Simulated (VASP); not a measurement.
# B8N7 (a cell with a defect) in VASP: a series of runs

The runs below take B8N7 (a cell with a defect) through single point, with PBE.

Program: VASP 6.6.1. These are calculated values, not measurements. Logs are shortened: lines on timing, memory, paths and dates and some standing lists are left out, and cuts for length are marked.

## (1) The cell of the first run

The cell holds a defect, 15 atoms: a = 4.936 Å, b = 4.936 Å, c = 5.108 Å, α = 104.99°, β = 104.99°, γ = 117.68°.

## (2) Single point, PBE

INCAR

```
SYSTEM = B8N7
PREC = Accurate
ENCUT = 520
EDIFF = 1E-6
ISMEAR = 0
SIGMA = 0.05
LREAL = Auto
LASPH = .True.
NELM = 100
ALGO = Normal
ISIF = 2
LWAVE = .False.
LCHARG = .False.
GGA = PE
NELECT = 56.0
NBANDS = 42
```

KPOINTS

```
Automatic mesh
0
Gamma
  6 6 6
  0 0 0
```

POSCAR

```
B8N7
1.0
   -1.2770455854     -2.2119078376     -4.2240394007
   -1.2770455854     -2.2119078376      4.2240394007
   -2.5540911709      4.4238156750      0.0000000000
B N
8 7
Direct
    0.6667526990      0.6665806343      0.8333333333
    0.6667526990      0.6665806343      0.3333333333
    0.1667526990      0.1665806343      0.8333333333
    0.1667526990      0.1665806343      0.3333333333
    0.0834193657      0.5832473010      0.1666666667
    0.0834193657      0.5832473010      0.6666666667
    0.5834193657      0.0832473010      0.1666666667
    0.5834193657      0.0832473010      0.6666666667
    0.7354048037      0.3605768683      0.4614954180
    0.3540806343      0.9792526990      0.8333333333
    0.3540806343      0.9792526990      0.3333333333
    0.2707473010      0.3959193657      0.1666666667
    0.2707473010      0.3959193657      0.6666666667
    0.7707473010      0.8959193657      0.1666666667
    0.7707473010      0.8959193657      0.6666666667
```

Potentials or basis: VASP PAW PBE potentials, release 64 (B, N).

Run with:

```sh
cat potpaw_PBE.64/B/POTCAR potpaw_PBE.64/N/POTCAR > POTCAR
mpirun -np 1 vasp_std > vasp.out
```

OUTCAR:

```text
SYSTEM = B8N7
   PREC = Accurate
   ENCUT = 520
   EDIFF = 1E-6
   ISMEAR = 0
   LREAL = Auto
   LASPH = .True.
   NELM = 100
   ISIF = 2
   GGA = PE
   NELECT = 56.0

 ion  position               nearest neighbor table
   1  0.667  0.667  0.833-  15 1.57  13 1.57  14 1.57
   2  0.667  0.667  0.333-  14 1.57  12 1.57  15 1.57   9 1.92
   3  0.167  0.167  0.833-  13 1.57  15 1.57  12 1.57  10 1.58
   4  0.167  0.167  0.333-  12 1.57  14 1.57  13 1.57  11 1.58
   5  0.083  0.583  0.167-  11 1.57  12 1.58
   6  0.083  0.583  0.667-   9 1.41  10 1.57  13 1.58
   7  0.583  0.083  0.167-   9 1.45  11 1.57  10 1.57  14 1.58
   8  0.583  0.083  0.667-  10 1.57  11 1.57  15 1.58   9 1.93
   9  0.735  0.361  0.461-   6 1.41   7 1.45  11 1.72   2 1.92   8 1.93
  10  0.354  0.979  0.833-   8 1.57   6 1.57   7 1.57   3 1.58
  11  0.354  0.979  0.333-   7 1.57   5 1.57   8 1.57   4 1.58   9 1.72
  12  0.271  0.396  0.167-   4 1.57   2 1.57   3 1.57   5 1.58
  13  0.271  0.396  0.667-   3 1.57   1 1.57   4 1.57   6 1.58
  14  0.771  0.896  0.167-   2 1.57   4 1.57   1 1.57   7 1.58
  15  0.771  0.896  0.667-   1 1.57   3 1.57   2 1.57   8 1.58

  LATTYP: Found a face centered orthorhombic cell.
 ALAT       =     5.1081823418
 B/A-ratio  =     1.6538326622
 C/A-ratio  =     1.7320508075

  Lattice vectors:

 A1 = (  -3.8311367563,   2.2119078374,   4.2240394007)
 A2 = (  -5.1081823417,  -0.0000000002,   0.0000000000)
 A3 = (  -1.2770455854,  -2.2119078376,   4.2240394007)

Analysis of symmetry for initial positions (statically):
=====================================================================
 Subroutine PRICEL returns:
 Original cell was already a primitive cell.

 Routine SETGRP: Setting up the symmetry group for a
 face centered orthorhombic supercell.

 Subroutine GETGRP returns: Found  1 space group operations
 (whereof  1 operations were pure point group operations)
 out of a pool of  8 trial point group operations.

The static configuration has the point symmetry C_1 .

Analysis of symmetry for dynamics (positions and initial velocities):
=====================================================================
 Subroutine PRICEL returns:
 Original cell was already a primitive cell.

 Routine SETGRP: Setting up the symmetry group for a
 face centered orthorhombic supercell.

 Subroutine GETGRP returns: Found  1 space group operations
 (whereof  1 operations were pure point group operations)
 out of a pool of  8 trial point group operations.

The dynamic configuration has the point symmetry C_1 .

 Subroutine INISYM returns: Found  1 space group operations
 (whereof  1 operations are pure point group operations),
 and found     1 'primitive' translations

----------------------------------------------------------------------------------------

                                     Primitive cell

  volume of cell :      95.4534

  direct lattice vectors                    reciprocal lattice vectors
    -1.277045585 -2.211907838 -4.224039401    -0.195764351 -0.113024601 -0.118370108
    -1.277045585 -2.211907838  4.224039401    -0.195764351 -0.113024601  0.118370108
    -2.554091171  4.423815675  0.000000000    -0.195764351  0.113024601  0.000000000

  length of vectors
     4.936181780  4.936181780  5.108182342     0.255166071  0.255166071  0.226049201

  position of ions in fractional coordinates (direct lattice)
     0.666752699  0.666580634  0.833333333
     0.666752699  0.666580634  0.333333333
     0.166752699  0.166580634  0.833333333
     0.166752699  0.166580634  0.333333333
     0.083419366  0.583247301  0.166666667
     0.083419366  0.583247301  0.666666667
     0.583419366  0.083247301  0.166666667
     0.583419366  0.083247301  0.666666667
     0.735404804  0.360576868  0.461495418
     0.354080634  0.979252699  0.833333333
     0.354080634  0.979252699  0.333333333
     0.270747301  0.395919366  0.166666667
[... 27 lines left out ...]
 Grid dimensions read from file:
 generate k-points for:    6    6    6

 Generating k-lattice:

  Cartesian coordinates                     Fractional coordinates (reciprocal lattice)
    -0.032627392 -0.018837433 -0.019728351     0.166666667  0.000000000  0.000000000
    -0.032627392 -0.018837433  0.019728351     0.000000000  0.166666667  0.000000000
    -0.032627392  0.018837433  0.000000000     0.000000000  0.000000000  0.166666667

  Length of vectors
     0.042527679  0.042527679  0.037674867

  Shift w.r.t. Gamma in fractional coordinates (k-lattice)
     0.000000000  0.000000000  0.000000000

 Subroutine IBZKPT returns following result:
 ===========================================

 Found    112 irreducible k-points:

 Following reciprocal coordinates:
            Coordinates               Weight
  0.000000  0.000000  0.000000      1.000000
  0.166667  0.000000  0.000000      2.000000
 -0.000000  0.166667 -0.166667      2.000000
  0.000000 -0.166667  0.000000      2.000000
 -0.166667  0.000000  0.166667      2.000000
  0.333333 -0.000000 -0.000000      2.000000
[... 16 lines left out ...]
  0.500000 -0.166667 -0.333333      2.000000
 -0.333333  0.166667  0.000000      2.000000
 [... further k-points ...]
   k-points           NKPTS =    112   k-points in BZ     NKDIM =    112   number of bands    NBANDS=     42
   number of dos      NEDOS =    301   number of ions     NIONS =     15
   total plane-waves  NPLWV =  64000
   dimension x,y,z NGX =    40 NGY =   40 NGZ =   40
   dimension x,y,z NGXF=    80 NGYF=   80 NGZF=   80
   ions per type =               8   7
   NGX,Y,Z   is equivalent  to a cutoff of  13.47, 13.47, 13.02 a.u.
   NGXF,Y,Z  is equivalent  to a cutoff of  26.94, 26.94, 26.04 a.u.
 SYSTEM =  B8N7
   PREC   = accura    normal or accurate (medium, high low for compatibility)
   ISTART =      0    job   : 0-new  1-cont  2-samecut
   ICHARG =      2    charge: 1-file 2-atom 10-const
   ISPIN  =      1    spin polarized calculation?
   LNONCOLLINEAR =      F non collinear calculations
   LSORBIT =      F    spin-orbit coupling
   LASPH  =      T    aspherical Exc in radial PAW
   ENCUT  =  520.0 eV  38.22 Ry    6.18 a.u.   9.18  9.18  9.50*2*pi/ulx,y,z
   NELM   =    100;   NELMIN=  2; NELMDL= -5     # of ELM steps
   EDIFF  = 0.1E-05   stopping-criterion for ELM
   LREAL  =      T    real-space projection
   EDIFFG = 0.1E-04   stopping-criterion for IOM
   NSW    =      0    number of steps for IOM
   IBRION =     -1    ionic relax: 0-MD 1-quasi-New 2-CG
   NFREE  =      0    steps in history (QN), initial steepest desc. (CG)
   ISIF   =      2    stress and relaxation
   ISYM   =      2    0-nonsym 1-usesym 2-fastsym
   POTIM  = 0.5000    time-step for ionic-motion
   TEBEG  =    0.0;   TEEND  =   0.0 temperature during run
   PSTRESS=    0.0 pullay stress
   NELECT =      56.0000    total number of electrons
   NUPDOWN=      -1.0000    fix difference up-down
   EMIN   =  10.00;   EMAX   =-10.00  energy-range for DOS
   EFERMI =   0.00;   METHOD = LEGACY
   ISMEAR =     0;   SIGMA  =   0.05  broadening in eV -4-tet -1-fermi 0-gaus
   EFERMI_NEDOS =   21; number of points for ismear=-14 and -15
   IALGO  =     38    algorithm
   IMIX   =      4    mixing-type and parameters
     AMIX     =   0.40;   BMIX     =  1.00
     AMIX_MAG =   1.60;   BMIX_MAG =  1.00
  volume/ion in A,a.u.               =       6.36        42.94
  Fermi-wavevector in a.u.,A,eV,Ry     =   1.370483  2.589838 25.554792  1.878224
  Thomas-Fermi vector in A             =   2.496265
   LORBIT       =      0    0 simple, 1 ext, 2 COOP (PROOUT), +10 PAW based schemes
   GGA     = PE    functional components
   LHFCALC =     F    Hartree Fock is set to
   AEXX    =    0.0000 exact exchange contribution
   IVDW    =     0    specifies the selected vdW correction
   LEPSILON=     F    determine dielectric tensor
   LRPA    =     F    only Hartree local field effects (RPA)
 non-spin polarized calculation
 Gauss-broadening in eV      SIGMA  =   0.05
  energy-cutoff  :      520.00
  volume of cell :       95.45
 maximum number of plane-waves:      2616
 NGX is ok and might be reduce to    40
   NGX = 19   NGY = 19   NGZ = 19

 number of electron      56.0000003 magnetization

 Free energy of the ion-electron system (eV)
  ---------------------------------------------------
  ext. energy  EPLUGINS =         0.00000000
  ---------------------------------------------------
  free energy    TOTEN  =      -139.22533582 eV

  energy without entropy =     -139.22196393  energy(sigma->0) =     -139.22364987

 E-fermi :   6.1818     XC(G=0): -12.1683

 val. band max:        6.1748458134   @ k =  -0.1667   0.5000   0.1667
 cond. band min:       6.1867875870   @ k =   0.1667  -0.3333   0.1667
 fundamental gap:      0.0119417736
 Fermi energy:         6.1818355185

 k-point     1 :       0.0000    0.0000    0.0000
  band No.  band energies     occupation
      1     -13.6968      2.00000
      2     -10.6210      2.00000
      3      -9.0327      2.00000
      4      -8.8471      2.00000
      5      -8.2921      2.00000
      6      -8.0845      2.00000
[... 1021 lines left out ...]
     39      15.7553      0.00000
     40      16.2881      0.00000

 [... further k-points ...]

 [bands above 40 left out]

------------------------ aborting loop because EDIFF is reached ----------------------------------------

  FORCE on cell =-STRESS in cart. coord.  units (eV):
  Direction    XX          YY          ZZ          XY          YZ          ZX
  --------------------------------------------------------------------------------------
  -------------------------------------------------------------------------------------
  Total      -26.8868332    -30.8136130    -35.7003436      1.5762182      3.4006736     -0.0143722
  in kB     -451.2932732   -517.2039482   -599.2273171     26.4566923     57.0800249     -0.2412367
  external PRESSURE =    -522.5748462 kB  Pullay stress =       0.0000000 kB

 VOLUME and BASIS-vectors are now :
 -----------------------------------------------------------------------------
  energy-cutoff  :      520.00
  volume of cell :       95.45
      direct lattice vectors                 reciprocal lattice vectors
    -1.277045585 -2.211907838 -4.224039401    -0.195764351 -0.113024601 -0.118370108
    -1.277045585 -2.211907838  4.224039401    -0.195764351 -0.113024601  0.118370108
    -2.554091171  4.423815675  0.000000000    -0.195764351  0.113024601  0.000000000

 POSITION                                       TOTAL-FORCE (eV/Angst)
 -----------------------------------------------------------------------------------
     -3.83114      0.73730     -0.00073         0.102521      0.115889      4.463106
     -2.55409     -1.47461     -0.00073        -0.628105      1.891681      2.838724
     -2.55409      2.94921     -0.00073         0.413761     -0.175926      0.500913
     -1.27705      0.73730     -0.00073         0.284649      0.485986      1.159155
     -1.27705     -0.73730      2.11129        -1.391126     -1.734964     -4.153485
     -2.55409      1.47461      2.11129        -2.691759     -1.240106     -4.405010
     -1.27705     -0.73730     -2.11275         3.092573      0.745704     -2.879543
     -2.55409      1.47461     -2.11275         1.759630      2.258078     -2.405280
     -2.57832     -0.38264     -1.58329        -3.158898     -5.566088      2.031187
     -3.83114      0.73730      2.64075        -0.822415     -0.418946      1.399731
     -2.55409     -1.47461      2.64075         3.342549      3.834319      2.379962
     -1.27705     -0.73730      0.52873         0.680580      0.400291      2.277584
     -2.55409      1.47461      0.52873        -0.815298     -0.164535     -0.627121
     -2.55409     -2.94921      0.52873         0.404450     -0.106872     -2.621874
     -3.83114     -0.73730      0.52873        -0.573113     -0.324511      0.041951
 -----------------------------------------------------------------------------------
    total drift:                               -0.001077      0.001597      0.003830

  FREE ENERGIE OF THE ION-ELECTRON SYSTEM (eV)
  ---------------------------------------------------
  free  energy   TOTEN  =      -139.2253358217 eV

  energy  without entropy=     -139.2219639268  energy(sigma->0) =     -139.22364987
```

Run time: 14 min. Hardware: 1 thread of AMD EPYC 7R13 (Zen 3), shared host; peak memory 0.38 GiB.

Results:

```yaml
Free_energy: -139.2253 eV
Largest_force: 6.715 eV/Å
```

Forces in eV/Å, atoms in the order of the input:
```
B    0.103  0.116  4.463
B   -0.628  1.892  2.839
B    0.414 -0.176  0.501
B    0.285  0.486  1.159
B   -1.391 -1.735 -4.153
B   -2.692 -1.240 -4.405
B    3.093  0.746 -2.880
B    1.760  2.258 -2.405
N   -3.159 -5.566  2.031
N   -0.822 -0.419  1.400
N    3.343  3.834  2.380
N    0.681  0.400  2.278
N   -0.815 -0.165 -0.627
N    0.404 -0.107 -2.622
N   -0.573 -0.325  0.042
```

Caveat: the cell carries a net charge on a neutralising background, which shifts energy and pressure; the cell differs from its parent crystal (atoms taken out, atom 9 moved 0.375 of the way to it and +0.525 Å across, host rigid); the cell is charged against a uniform background, so pressure and absolute levels hang on convention.

## (3) Single point, PBE

INCAR

```
SYSTEM = B8N7
PREC     = Accurate       ! precision mode
ENCUT    = 520            ! plane-wave cutoff, eV
EDIFF    = 1E-6           ! SCF threshold, eV
ISMEAR   = 0              ! smearing method
SIGMA    = 0.05           ! smearing width, eV
LREAL    = Auto         
LASPH    = .True.         ! aspherical terms in the spheres
NELM     = 100            ! most SCF steps
ALGO     = Normal         ! electronic algorithm
ISIF     = 2              ! what is computed and relaxed
LWAVE    = .False.        ! write WAVECAR
LCHARG   = .False.        ! write CHGCAR
GGA      = PE             ! functional
NELECT   = 56.0         
NBANDS   = 42             ! bands
```

KPOINTS

```
regular mesh
0
Gamma
  6 6 6
  0 0 0
```

Edit POSCAR of step 2 so:

```diff
@@ -16,3 +16,3 @@
     0.5834193657      0.0832473010      0.6666666667
-    0.7354048037      0.3605768683      0.4614954180
+    0.7354048037      0.3605768683      0.2114954180
     0.3540806343      0.9792526990      0.8333333333
```

Potentials or basis: VASP PAW PBE potentials, release 64 (B, N).

Run with:

```sh
cat potpaw_PBE.64/B/POTCAR potpaw_PBE.64/N/POTCAR > POTCAR
mpirun -np 1 vasp_std > vasp.out
```

Wall time 14 min (1 thread of AMD EPYC 7R13 (Zen 3), shared host); peak memory 0.39 GiB.

It converged, with:

```
Free energy   : -138.5211 eV
Largest force : 31.585 eV/Å
```

Forces in eV/Å, atoms in the order of the input:
```
B    -0.428  -0.087   3.636
B     1.711  -0.468   0.839
B    -0.027   0.244   0.433
B     0.218  -0.141   0.253
B    -0.828   1.432  -1.988
B    -1.722  -0.842  -2.548
B    14.596  16.837 -12.324
B     2.965   0.986  -1.639
N   -22.294 -18.827  12.087
N     3.839  -0.815   1.489
N     0.612   1.141   0.883
N     0.912   0.147   1.920
N     0.165   0.138   0.671
N     0.661   0.178  -2.580
N    -0.381   0.076  -1.133
```

Levels at points of the mesh, in eV from the Fermi level:
| k point | band 24 | band 25 | band 26 | band 27 | band 28 | band 29 | band 30 | band 31 | band 32 | band 33 |
| --- | --- | --- | --- | --- | --- | --- | --- | --- | --- | --- |
| (0.00, 0.00, 0.00) | -1.67 | -1.15 | -0.33 | 0.02 | 0.35 | 0.77 | 4.09 | 5.18 | 6.34 | 7.21 |
| (0.50, 0.00, 0.00) | -1.85 | -1.46 | -1.05 | -0.82 | -0.32 | 0.04 | 3.22 | 4.70 | 5.39 | 7.23 |
| (0.00, 0.50, 0.50) | -1.61 | -1.55 | -1.15 | -0.72 | -0.52 | 0.85 | 2.98 | 4.68 | 5.18 | 5.72 |
| (0.00, 0.50, 0.00) | -1.65 | -1.38 | -1.12 | -0.71 | -0.43 | 0.01 | 3.20 | 4.70 | 5.25 | 7.49 |
| (0.50, 0.00, 0.50) | -1.85 | -1.53 | -1.20 | -1.11 | -0.09 | 0.69 | 3.07 | 4.84 | 5.20 | 5.70 |
| (0.50, 0.50, 0.00) | -2.30 | -1.07 | -0.72 | 0.10 | 0.15 | 0.44 | 3.60 | 4.14 | 5.93 | 6.75 |
| (0.00, 0.00, 0.50) | -1.72 | -1.42 | -1.18 | -0.60 | 0.17 | 0.44 | 3.56 | 5.62 | 5.83 | 6.97 |
| (0.50, 0.50, 0.50) | -2.60 | -2.11 | -1.45 | -1.41 | -1.10 | 0.55 | 3.36 | 4.08 | 5.11 | 6.45 |

Caveat: the cell carries a net charge on a neutralising background, which shifts energy and pressure; the cell differs from its parent crystal (atoms taken out, atom 9 moved -0.125 of the way to it and +0.525 Å across, host rigid); the cell is charged against a uniform background, so pressure and absolute levels hang on convention.
